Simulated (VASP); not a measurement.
Write the native input for VASP 6.6.1 that does the following.

```
Task                   : single point
Functional             : LDA
Potentials or basis    : VASP PAW LDA potentials, release 64 (Li_sv, S)
Cutoff                 : 750 eV
k mesh                 : 7 × 7 × 7
Occupations            : fermi-dirac, width 0.02 eV
Spin                   : no spin polarisation
Dipole correction      : no
Further INCAR settings : ALGO = Normal; EDIFF = 1e-06; NBANDS = 13
```

The structure of Li2S lies in POSCAR:

```
Li2S
1.0
    0.0000000000      2.8825400000      2.8540000000
    2.8825400000      0.0000000000      2.8540000000
    2.8825400000      2.8825400000      0.0000000000
Li S
2 1
Direct
    0.2500000000      0.2500000000      0.2500000000
    0.7500000000      0.7500000000      0.7500000000
    0.0000000000      0.0000000000      0.0000000000
```

This cell differs from its parent crystal: equal xx and yy strain of +1 %.

The input as run:

INCAR

```
PREC     = Accurate       # precision mode
ENCUT    = 750            # plane-wave cutoff, eV
EDIFF    = 1E-6           # SCF threshold, eV
ISMEAR   = -1             # smearing method
SIGMA    = 0.02           # smearing width, eV
LREAL    = False          # projectors in reciprocal space
LASPH    = True           # aspherical terms in the spheres
NELM     = 120            # most SCF steps
ALGO     = Normal         # electronic algorithm
ISIF     = 2              # what is computed and relaxed
LWAVE    = False          # write WAVECAR
LCHARG   = False          # write CHGCAR
GGA      = CA             # functional
NBANDS   = 13             # bands
GGA_COMPAT= False
```

KPOINTS

```
Automatic mesh
0
Gamma
  7 7 7
```

Potentials or basis: VASP PAW LDA potentials, release 64 (Li_sv, S).

Run with:

```console
$ cat potpaw_LDA.64/Li_sv/POTCAR potpaw_LDA.64/S/POTCAR > POTCAR
$ mpirun -np 1 vasp_std > vasp.out
```

Results of the run:

```json
{
  "Pressure": "-3.7 GPa",
  "Band gap on the k mesh": "3.29 eV, indirect (least direct gap 3.92 eV)"
}
```

Caveat: the cell differs from its parent crystal (equal xx and yy strain of +1 %).

It took 60 s on 1 thread of AMD EPYC 7R43 64-Core Processor (Zen 3), on a shared host, peak memory 0.15 GiB.
